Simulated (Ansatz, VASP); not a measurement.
# One calculation of SrC2, two programs

File INCAR:

```
SYSTEM = SrC2
  PREC = Accurate
  ENCUT = 520
  EDIFF = 1E-8
  ISMEAR = -1
  SIGMA = 0.03
  LREAL = .FALSE.
  LASPH = .TRUE.
  NELM = 60
  ALGO = Normal
  ISIF = 2
  LWAVE = .FALSE.
  LCHARG = .FALSE.
  GGA = CA
  LEFG = .TRUE.
  NBANDS = 16
```

File KPOINTS:

```
Automatic mesh
0
G
  10 10 10
  0 0 0
```

Contents of POSCAR:

```
SrC2
1.0
   -2.0488908708      2.0488908708      3.4066710956
    2.0488908708     -2.0488908708      3.4066710956
    2.0488908708      2.0488908708     -3.4066710956
Sr C
1 2
Direct
    0.0000000000      0.0000000000      0.0000000000
    0.4079264400      0.4079264400      0.0000000000
    0.5920735600      0.5920735600      0.0000000000
```

Input for Ansatz:

```yaml
crystal:
  lattice:
    - [-2.0488908708, 2.0488908708, 3.4066710956]
    - [2.0488908708, -2.0488908708, 3.4066710956]
    - [2.0488908708, 2.0488908708, -3.4066710956]
  atoms:
    - { symbol: Sr, position: [0.0, 0.0, 0.0] }
    - { symbol: C, position: [0.40792644, 0.40792644, 0.0] }
    - { symbol: C, position: [0.59207356, 0.59207356, 0.0] }
kpoints:
  mp_grid: { grid: [10, 10, 10] }
  band_path:
    path:
      - [0.0, 0.0, 0.0]
      - [0.0, 0.0, 0.5]
      - [0.25, 0.25, 0.25]
      - [0.0, 0.5, 0.0]
      - [0.0, 0.0, 0.0]
      - [0.5, 0.5, -0.5]
      - [0.3404309831, 0.6595690169, -0.3404309831]
      - [-0.3404309831, 0.3404309831, 0.3404309831]
      - [0.0, 0.0, 0.0]
    npoints: 8
scf:
  occupations: { method: fermi_dirac, width: 0.03 }
hamiltonian:
  xc: lda
  pseudopotentials: { kind: all_electron, datasets: crystal }
output:
  forces: true
  stress: true
  eigenvalues: true
  efg: { contact_densities: true }
```

Alike in both runs: task electric field gradients; functional LDA; k mesh 10 × 10 × 10; occupations fermi-dirac, width 0.03 eV; no spin polarisation.

```csv
,VASP,Ansatz
version,VASP 6.6.1,Ansatz 0.2.0
potentials or method,"VASP PAW LDA potentials, release 64 (Sr_sv, C), cutoff 520 eV","all-electron PAW with datasets made for the crystal, scalar-relativistic"
```

Ansatz gave:

- gap on the k mesh at the Fermi level (eV): 1.51
- pressure (GPa): -3.6
- traceless stress, the component that is largest in VASP (GPa): -0.58
- rms of the force components (eV/Å): 0.007
- size of Vzz on the site where it differs most (V/Å²): 71.1

Question: What did VASP give for the same quantities?

Answer: gap on the k mesh at the Fermi level (eV): 1.50; pressure (GPa): -3.3; traceless stress, the component that is largest in VASP (GPa): -0.29; rms of the force components (eV/Å): 0.055; size of Vzz on the site where it differs most (V/Å²): 77.5.

LDA's correlation is that of Perdew and Zunger in VASP and of Perdew and Wang (1992) in Ansatz. Atom by atom the forces differ by 0.048 eV/Å (rms over components). Ansatz ran all-electron here, and VASP with PAW potentials.
